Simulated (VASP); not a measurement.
# W (Fm-3m) in VASP: notebook, part 2 of 2

VASP 6.6.1. Earlier steps stand in the parts before.

## Step 3: Single point, PBE

INCAR

```
PREC = Accurate ; ENCUT = 520
EDIFF = 1E-6 ; ISMEAR = -1
SIGMA = 0.05 ; LREAL = F
LASPH = T ; NELM = 80
ALGO = Normal ; ISIF = 2
LWAVE = F ; LCHARG = F
GGA = PE ; NBANDS = 13
```

KPOINTS

```
regular mesh
0
Gamma
  20 20 20
```

POSCAR

```
W
1.0
    0.0000000000      1.6845712477      1.6845712477
    1.6845712477      0.0000000000      1.6845712477
    1.6845712477      1.6845712477      0.0000000000
W
1
Direct
    0.0000000000      0.0000000000      0.0000000000
```

Potentials or basis: VASP PAW PBE potentials, release 64 (W_sv).

Run with:

```
$ cat potpaw_PBE.64/W_sv/POTCAR > POTCAR
$ mpirun -np 1 vasp_std > vasp.out
```

OUTCAR:

```text
PREC = Accurate
   ENCUT = 520
   EDIFF = 1E-6
   ISMEAR = -1
   LREAL = F
   LASPH = T
   NELM = 80
   ISIF = 2
   GGA = PE

 ion  position               nearest neighbor table
   1  0.000  0.000  0.000-

  LATTYP: Found a face centered cubic cell.
 ALAT       =     3.3691424954

  Lattice vectors:

 A1 = (   0.0000000000,   1.6845712477,   1.6845712477)
 A2 = (   1.6845712477,   0.0000000000,   1.6845712477)
 A3 = (   1.6845712477,   1.6845712477,   0.0000000000)

Analysis of symmetry for initial positions (statically):
=====================================================================
 Subroutine PRICEL returns:
 Original cell was already a primitive cell.

 Routine SETGRP: Setting up the symmetry group for a
 face centered cubic supercell.

 Subroutine GETGRP returns: Found 48 space group operations
 (whereof 48 operations were pure point group operations)
 out of a pool of 48 trial point group operations.

The static configuration has the point symmetry O_h .

Analysis of symmetry for dynamics (positions and initial velocities):
=====================================================================
 Subroutine PRICEL returns:
 Original cell was already a primitive cell.

 Routine SETGRP: Setting up the symmetry group for a
 face centered cubic supercell.

 Subroutine GETGRP returns: Found 48 space group operations
 (whereof 48 operations were pure point group operations)
 out of a pool of 48 trial point group operations.

The dynamic configuration has the point symmetry O_h .

 Subroutine INISYM returns: Found 48 space group operations
 (whereof 48 operations are pure point group operations),
 and found     1 'primitive' translations

----------------------------------------------------------------------------------------

                                     Primitive cell

  volume of cell :       9.5609

  direct lattice vectors                    reciprocal lattice vectors
     0.000000000  1.684571248  1.684571248    -0.296811429  0.296811429  0.296811429
     1.684571248  0.000000000  1.684571248     0.296811429 -0.296811429  0.296811429
     1.684571248  1.684571248  0.000000000     0.296811429  0.296811429 -0.296811429

  length of vectors
     2.382343505  2.382343505  2.382343505     0.514092476  0.514092476  0.514092476

  position of ions in fractional coordinates (direct lattice)
     0.000000000  0.000000000  0.000000000

  ion indices of the primitive-cell ions
   primitive index   ion index
                 1           1

----------------------------------------------------------------------------------------

 KPOINTS: regular mesh

Automatic generation of k-mesh.
 Grid dimensions read from file:
 generate k-points for:   20   20   20

 Generating k-lattice:

  Cartesian coordinates                     Fractional coordinates (reciprocal lattice)
    -0.014840571  0.014840571  0.014840571     0.050000000  0.000000000  0.000000000
     0.014840571 -0.014840571  0.014840571     0.000000000  0.050000000  0.000000000
     0.014840571  0.014840571 -0.014840571     0.000000000  0.000000000  0.050000000

  Length of vectors
     0.025704624  0.025704624  0.025704624

  Shift w.r.t. Gamma in fractional coordinates (k-lattice)
     0.000000000  0.000000000  0.000000000

 Subroutine IBZKPT returns following result:
 ===========================================

 Found    256 irreducible k-points:

 Following reciprocal coordinates:
            Coordinates               Weight
  0.000000  0.000000  0.000000      1.000000
  0.050000  0.000000  0.000000      8.000000
  0.100000  0.000000  0.000000      8.000000
  0.150000  0.000000  0.000000      8.000000
  0.200000  0.000000  0.000000      8.000000
  0.250000  0.000000  0.000000      8.000000
[... 16 lines left out ...]
 -0.400000  0.050000  0.000000     24.000000
 -0.350000  0.050000  0.000000     24.000000
 [... further k-points ...]
   k-points           NKPTS =    256   k-points in BZ     NKDIM =    256   number of bands    NBANDS=     13
   number of dos      NEDOS =    301   number of ions     NIONS =      1
   total plane-waves  NPLWV =   5832
   dimension x,y,z NGX =    18 NGY =   18 NGZ =   18
   dimension x,y,z NGXF=    36 NGYF=   36 NGZF=   36
   ions per type =               1
   NGX,Y,Z   is equivalent  to a cutoff of  12.56, 12.56, 12.56 a.u.
   NGXF,Y,Z  is equivalent  to a cutoff of  25.12, 25.12, 25.12 a.u.
 SYSTEM =  unknown system
   PREC   = accura    normal or accurate (medium, high low for compatibility)
   ISTART =      0    job   : 0-new  1-cont  2-samecut
   ICHARG =      2    charge: 1-file 2-atom 10-const
   ISPIN  =      1    spin polarized calculation?
   LNONCOLLINEAR =      F non collinear calculations
   LSORBIT =      F    spin-orbit coupling
   LASPH  =      T    aspherical Exc in radial PAW
   ENCUT  =  520.0 eV  38.22 Ry    6.18 a.u.   4.43  4.43  4.43*2*pi/ulx,y,z
   NELM   =     80;   NELMIN=  2; NELMDL= -5     # of ELM steps
   EDIFF  = 0.1E-05   stopping-criterion for ELM
   LREAL  =      F    real-space projection
   EDIFFG = 0.1E-04   stopping-criterion for IOM
   NSW    =      0    number of steps for IOM
   IBRION =     -1    ionic relax: 0-MD 1-quasi-New 2-CG
   NFREE  =      0    steps in history (QN), initial steepest desc. (CG)
   ISIF   =      2    stress and relaxation
   ISYM   =      2    0-nonsym 1-usesym 2-fastsym
   POTIM  = 0.5000    time-step for ionic-motion
   TEBEG  =    0.0;   TEEND  =   0.0 temperature during run
   PSTRESS=    0.0 pullay stress
   NELECT =      14.0000    total number of electrons
   NUPDOWN=      -1.0000    fix difference up-down
   EMIN   =  10.00;   EMAX   =-10.00  energy-range for DOS
   EFERMI =   0.00;   METHOD = LEGACY
   ISMEAR =    -1;   SIGMA  =   0.05  broadening in eV -4-tet -1-fermi 0-gaus
   EFERMI_NEDOS =   21; number of points for ismear=-14 and -15
   IALGO  =     38    algorithm
   IMIX   =      4    mixing-type and parameters
     AMIX     =   0.40;   BMIX     =  1.00
     AMIX_MAG =   1.60;   BMIX_MAG =  1.00
  volume/ion in A,a.u.               =       9.56        64.52
  Fermi-wavevector in a.u.,A,eV,Ry     =   1.859023  3.513044 47.021286  3.455967
  Thomas-Fermi vector in A             =   2.907343
   LORBIT       =      0    0 simple, 1 ext, 2 COOP (PROOUT), +10 PAW based schemes
   GGA     = PE    functional components
   LHFCALC =     F    Hartree Fock is set to
   AEXX    =    0.0000 exact exchange contribution
   IVDW    =     0    specifies the selected vdW correction
   LEPSILON=     F    determine dielectric tensor
   LRPA    =     F    only Hartree local field effects (RPA)
 non-spin polarized calculation
  energy-cutoff  :      520.00
  volume of cell :        9.56
 maximum number of plane-waves:       271
 NGX is ok and might be reduce to    18
   NGX =  9   NGY =  9   NGZ =  9

 number of electron      13.9999998 magnetization

 Free energy of the ion-electron system (eV)
  ---------------------------------------------------
  ext. energy  EPLUGINS =         0.00000000
  ---------------------------------------------------
  free energy    TOTEN  =        -6.28831496 eV

  energy without entropy =       -6.28332158  energy(sigma->0) =       -6.28581827

 E-fermi :  19.8956     XC(G=0): -16.7334

 val. band max:       19.8723829950   @ k =   0.2500   0.1500   0.0500
 cond. band min:      19.9274444272   @ k =  -0.2500   0.2000   0.0500
 fundamental gap:      0.0550614322
 Fermi energy:        19.8956153851

 k-point     1 :       0.0000    0.0000    0.0000
  band No.  band energies     occupation
      1     -54.1694      2.00000
      2     -15.6697      2.00000
      3     -15.6697      2.00000
      4     -15.6697      2.00000
      5       8.7873      2.00000
      6      17.7468      2.00000
      7      17.7468      2.00000
      8      17.7468      2.00000
      9      24.1937      0.00000
     10      24.1937      0.00000
     11      32.5432      0.00000
     12      40.9854      0.00000
     13      40.9854      0.00000
[... 353 lines left out ...]
 k-point    24 :      -0.3500    0.0500    0.0000
  band No.  band energies     occupation
      1     -53.3402      2.00000
      2     -20.5977      2.00000
      3     -16.4610      2.00000
      4     -16.2365      2.00000
      5      11.1197      2.00000
      6      17.4996      2.00000
      7      17.7354      2.00000
      8      21.1801      0.00000
      9      26.1044      0.00000
     10      28.2735      0.00000
     11      32.8693      0.00000
     12      44.8582      0.00000
     13      48.2616      0.00000

 [... further k-points ...]

------------------------ aborting loop because EDIFF is reached ----------------------------------------

  FORCE on cell =-STRESS in cart. coord.  units (eV):
  Direction    XX          YY          ZZ          XY          YZ          ZX
  --------------------------------------------------------------------------------------
  -------------------------------------------------------------------------------------
  Total       26.8380379     26.8380379     26.8380379      0.0000000      0.0000000      0.0000000
  in kB     4497.4174128   4497.4174128   4497.4174128      0.0000000      0.0000000      0.0000000
  external PRESSURE =    4497.4174128 kB  Pullay stress =       0.0000000 kB

 VOLUME and BASIS-vectors are now :
 -----------------------------------------------------------------------------
  energy-cutoff  :      520.00
  volume of cell :        9.56
      direct lattice vectors                 reciprocal lattice vectors
     0.000000000  1.684571248  1.684571248    -0.296811429  0.296811429  0.296811429
     1.684571248  0.000000000  1.684571248     0.296811429 -0.296811429  0.296811429
     1.684571248  1.684571248  0.000000000     0.296811429  0.296811429 -0.296811429

 POSITION                                       TOTAL-FORCE (eV/Angst)
 -----------------------------------------------------------------------------------
      0.00000      0.00000      0.00000         0.000000      0.000000      0.000000
 -----------------------------------------------------------------------------------
    total drift:                               -0.000000      0.000000     -0.000000

  FREE ENERGIE OF THE ION-ELECTRON SYSTEM (eV)
  ---------------------------------------------------
  free  energy   TOTEN  =        -6.2883149578 eV

  energy  without entropy=       -6.2833215848  energy(sigma->0) =       -6.28581827
```

OSZICAR:

```text
N       E                     dE             d eps       ncg     rms          rms(c)
DAV:   1     0.844029205933E+02    0.84403E+02   -0.72541E+03  6767   0.131E+03
DAV:   2    -0.548153312932E+01   -0.89884E+02   -0.86368E+02  7291   0.326E+02
DAV:   3    -0.669787194469E+01   -0.12163E+01   -0.12113E+01  7376   0.360E+01
DAV:   4    -0.670021288004E+01   -0.23409E-02   -0.23409E-02  7651   0.173E+00
DAV:   5    -0.670022064351E+01   -0.77635E-05   -0.77654E-05  7466   0.946E-02    0.518E+01
DAV:   6    -0.642273606860E+01    0.27748E+00   -0.64654E-02  6871   0.350E+00    0.284E+01
DAV:   7    -0.628927269580E+01    0.13346E+00   -0.80345E-02  6876   0.365E+00    0.354E-01
DAV:   8    -0.628827447318E+01    0.99822E-03   -0.27568E-03  6976   0.778E-01    0.123E-01
DAV:   9    -0.628830549847E+01   -0.31025E-04   -0.58690E-05  7981   0.108E-01    0.162E-02
DAV:  10    -0.628831549746E+01   -0.99990E-05   -0.30729E-06  7176   0.201E-02    0.863E-03
DAV:  11    -0.628831495781E+01    0.53965E-06   -0.27711E-08  3728   0.193E-03
   1 F= -.62883150E+01 E0= -.62858183E+01  d E =-.499337E-02
```

stdout:

```text
POSCAR found type information on POSCAR W
 POSCAR found :  1 types and       1 ions
 scaLAPACK will be used
 LDA part: xc-table for (Slater+PW92), standard interpolation
 POSCAR, INCAR and KPOINTS ok, starting setup
 FFT: planning ... GRIDC
 FFT: planning ... GRID_SOFT
 FFT: planning ... GRID
 WAVECAR not read
 entering main loop
```

Run time: 13 s. Hardware: 1 thread of Intel Xeon 6975P-C (Granite Rapids), shared host; peak memory 0.14 GiB.

Results:

```
Free energy            : -6.2883 eV
Pressure               : 449.7 GPa
Band gap on the k mesh : zero (band 7 reaches 28.85 eV, above the bottom of band 8 at 17.75 eV)
```

Caveat: spin-orbit coupling is left out, which moves the levels of the heavy elements.
